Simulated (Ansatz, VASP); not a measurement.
La in VASP and in Ansatz

The input INCAR:

```
PREC     = Accurate       # precision mode
ENCUT    = 520            # plane-wave cutoff, eV
EDIFF    = 1E-6           # SCF threshold, eV
ISMEAR   = 0              # smearing method
SIGMA    = 0.1            # smearing width, eV
LREAL    = False          # projectors in reciprocal space
LASPH    = True           # aspherical terms in the spheres
NELM     = 60             # most SCF steps
ALGO     = Normal         # electronic algorithm
ISIF     = 2              # what is computed and relaxed
LWAVE    = False          # write WAVECAR
LCHARG   = False          # write CHGCAR
GGA      = CA             # functional
NBANDS   = 12             # bands
```

The input KPOINTS:

```
Automatic mesh
0
Gamma
  18 18 18
```

File POSCAR:

```
La
1.0
    0.0000000000      2.6398052337      2.6398052337
    2.6398052337      0.0000000000      2.6398052337
    2.6398052337      2.6398052337      0.0000000000
La
1
Direct
    0.0000000000      0.0000000000      0.0000000000
```

Input for Ansatz:

```yaml
crystal:
  lattice:
    - [0.0, 2.6398052337, 2.6398052337]
    - [2.6398052337, 0.0, 2.6398052337]
    - [2.6398052337, 2.6398052337, 0.0]
  atoms:
    - { symbol: La, position: [0.0, 0.0, 0.0] }
basis:
  ecutwfc: 420
kpoints:
  mp_grid: { grid: [18, 18, 18] }
  band_path:
    path:
      - [[0.0, 0.0, 0.0], [0.5, 0.0, 0.5], [0.625, 0.25, 0.625]]
      - [[0.375, 0.375, 0.75], [0.0, 0.0, 0.0], [0.5, 0.5, 0.5], [0.5, 0.25, 0.75], [0.5, 0.0, 0.5]]
    npoints: 14
hamiltonian:
  xc: lda
scf:
  occupations: { method: gaussian, width: 0.1 }
  n_extra_bands: 6
output:
  forces: true
  stress: true
  eigenvalues: true
  populations: true
  dos: { projected: true, de: 0.02, nscf_kmesh: { grid: [22, 22, 22] } }
  bader: true
```

Alike in both runs: task single point; functional LDA; k mesh 18 × 18 × 18; occupations gaussian, width 0.1 eV; no spin polarisation.

```csv
,VASP,Ansatz
version,VASP 6.6.1,Ansatz 0.2.0
potentials or method,"VASP PAW LDA potentials, release 64 (La), cutoff 520 eV","scalar-relativistic, plane waves, PAW"
valence electrons in the cell,11,11
```

|  | VASP | Ansatz | Ansatz less VASP |
| --- | --- | --- | --- |
| gap on the k mesh at the Fermi level (eV) | none | none | - |
| pressure (GPa) | -3.5 | -3.4 | +0.06 |

LDA's correlation is that of Perdew and Zunger in VASP and of Perdew and Wang (1992) in Ansatz. A gap of «none» marks a metal or a gap that the smearing closes.

Neither program's run includes spin-orbit coupling.
